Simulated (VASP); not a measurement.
Set up this calculation in VASP 6.6.1, as the native input.

```
Task                   : single point
Functional             : r2SCAN
Potentials or basis    : VASP PAW PBE potentials, release 64 (N, Lu, As)
Cutoff                 : 520 eV
k mesh                 : 6 × 6 × 4
Occupations            : fermi-dirac, width 0.02 eV
Spin                   : no spin polarisation
Dipole correction      : no
Further INCAR settings : ALGO = Normal; EDIFF = 1e-07; NBANDS = 38
```

The system is Lu2AsN.

```
N Lu As
1.0
     3.71821    0.00000    0.00000
     0.00000    3.71821    0.00000
     0.00000    0.00000    5.29495
N Lu As
1 2 1
Cartesian
  0.0000 0.0000 0.0000
  0.0000 0.0000 2.6475
  1.8591 1.8591 0.0000
  1.8591 1.8591 2.6475
```

One way to write it, as run:

POSCAR

```
Lu2AsN
1.0
    3.7182124993      0.0000000000      0.0000000000
    0.0000000000      3.7182124993      0.0000000000
    0.0000000000      0.0000000000      5.2949467245
N Lu As
1 2 1
Direct
    0.0000000000      0.0000000000      0.0000000000
    0.0000000000      0.0000000000      0.5000000000
    0.5000000000      0.5000000000      0.0000000000
    0.5000000000      0.5000000000      0.5000000000
```

INCAR.step1

```
  PREC = Accurate
  ENCUT = 520
  ISMEAR = -1
  SIGMA = 0.02
  LREAL = F
  LASPH = T
  NELM = 100
  NBANDS = 38
  GGA = PE
  ALGO = Normal
  EDIFF = 1E-4
  LWAVE = T
  LCHARG = F
```

INCAR.step2

```
  PREC = Accurate
  ENCUT = 520
  EDIFF = 1E-7
  ISMEAR = -1
  SIGMA = 0.02
  LREAL = F
  LASPH = T
  NELM = 100
  ALGO = Normal
  ISIF = 2
  LWAVE = F
  LCHARG = F
  METAGGA = R2SCAN
  LMIXTAU = T
  NBANDS = 38
  ISTART = 1
```

KPOINTS

```
Automatic mesh
0
Gamma
  6 6 4
```

Potentials or basis: VASP PAW PBE potentials, release 64 (N, Lu, As).

Command:

```console
$ cat potpaw_PBE.64/N/POTCAR potpaw_PBE.64/Lu/POTCAR potpaw_PBE.64/As/POTCAR > POTCAR
$ cp INCAR.step1 INCAR
$ mpirun -np 1 vasp_std > vasp.out
$ cp INCAR.step2 INCAR
$ mpirun -np 1 vasp_std > vasp.out
```

Results of the run:

- Pressure: 0.6 GPa
- Band gap on the k mesh: zero (bands 30 and 31 overlap by 0.64 eV)

Caveat: the PAW data sets were made with another functional, which shifts forces and pressure a little; spin-orbit coupling is left out, which moves the levels of the heavy elements.

Wall time 3.4 min on 1 thread of Intel(R) Xeon(R) 6975P-C (Granite Rapids) (shared host), peak memory 0.24 GiB.
